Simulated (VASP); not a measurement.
AlFe:

```
Fe Al
1.0
     2.91000    0.00000    0.00000
     0.00000    2.91000    0.00000
     0.00000    0.00000    2.91000
Fe Al
1 1
Cartesian
  1.4550 1.4550 1.4550
  0.0000 0.0000 0.0000
```

Base run:

- Program: VASP 6.6.1
- Functional: PBEsol
- Potentials or basis: VASP PAW PBE potentials, release 64 (Fe, Al)
- Cutoff: 520 eV
- k mesh: 9 × 9 × 9
- Occupations: fermi-dirac, width 0.05 eV
- Spin: no spin polarisation

Its results: pressure -12.0 GPa.

**Question.** The run is repeated on the same cell with these changes: spin from no spin polarisation to collinear spin, ferromagnetic start; further incar settings from ALGO = Normal; EDIFF = 1e-06; NBANDS = 12 to ALGO = Fast; EDIFF = 1e-06; NBANDS = 16. What comes out?

**Answer.** Pressure -11.0 GPa; net moment -0.66 μB per cell; site moments Fe -0.70; Al +0.02 μB.

Caveats: the PAW data sets were made with another functional, which shifts forces and pressure a little.
